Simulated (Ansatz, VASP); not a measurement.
# Fe: VASP beside Ansatz

INCAR

```
SYSTEM = Fe
  PREC = Accurate
  ENCUT = 600
  EDIFF = 1E-6
  ISMEAR = 0
  SIGMA = 0.1
  LREAL = .FALSE.
  LASPH = .TRUE.
  NELM = 200
  ALGO = Normal
  ISIF = 2
  LWAVE = .FALSE.
  LCHARG = .FALSE.
  ISPIN = 2
  MAGMOM = 4
  LORBIT = 11
  LMAXMIX = 4
  GGA = PE
  NBANDS = 14
  GGA_COMPAT = .FALSE.
```

The input KPOINTS:

```
regular mesh
0
G
  8 8 8
  0 0 0
```

Contents of POSCAR:

```
Fe
1.0
    0.0000000000      1.8344289553      1.8344289553
    1.8344289553      0.0000000000      1.8344289553
    1.8344289553      1.8344289553      0.0000000000
Fe
1
Direct
    0.0000000000      0.0000000000      0.0000000000
```

Input for Ansatz:

```yaml
crystal:
  lattice:
    - [0.0, 1.8344289553, 1.8344289553]
    - [1.8344289553, 0.0, 1.8344289553]
    - [1.8344289553, 1.8344289553, 0.0]
  atoms:
    - { symbol: Fe, position: [0.0, 0.0, 0.0], spin: 4.0 }
basis:
  ecutwfc: 420
kpoints:
  mp_grid: { grid: [8, 8, 8] }
hamiltonian:
  xc: pbe
scf:
  occupations: { method: gaussian, width: 0.1 }
  lower_state_search: "off"
output:
  forces: true
  stress: true
  eigenvalues: true
  populations: true
magnetization:
  spin_polarized: true
```

Alike in both runs: task single point; functional PBE; k mesh 8 × 8 × 8; occupations gaussian, width 0.1 eV; collinear spin.

|  | VASP | Ansatz |
| --- | --- | --- |
| version | VASP 6.6.1 | Ansatz 0.2.0 |
| potentials or method | VASP PAW PBE potentials, release 64 (Fe), cutoff 600 eV | scalar-relativistic, plane waves, PAW |
| valence electrons in the cell | 8 | 16 |

VASP gave:

| Property | Result |
| --- | --- |
| gap on the k mesh at the Fermi level (eV) | none |
| pressure (GPa) | -2.6 |
| net moment per atom (μB) | 2.70 |
| size of the moment on the site where the two differ most (μB) | 2.69 |

What did Ansatz give for the same quantities?

gap on the k mesh at the Fermi level (eV): none; pressure (GPa): -2.3; net moment per atom (μB): 2.70; size of the moment on the site where the two differ most (μB): 2.74.

Site moments also hang on the region over which each program counts them. A gap of «none» marks a metal or a gap that the smearing closes. VASP's potentials hold 8 valence electrons a cell and Ansatz's 16, so a difference there can come from the potentials and not from the codes.

The k mesh is coarse, so the values compare programs but aren't converged.
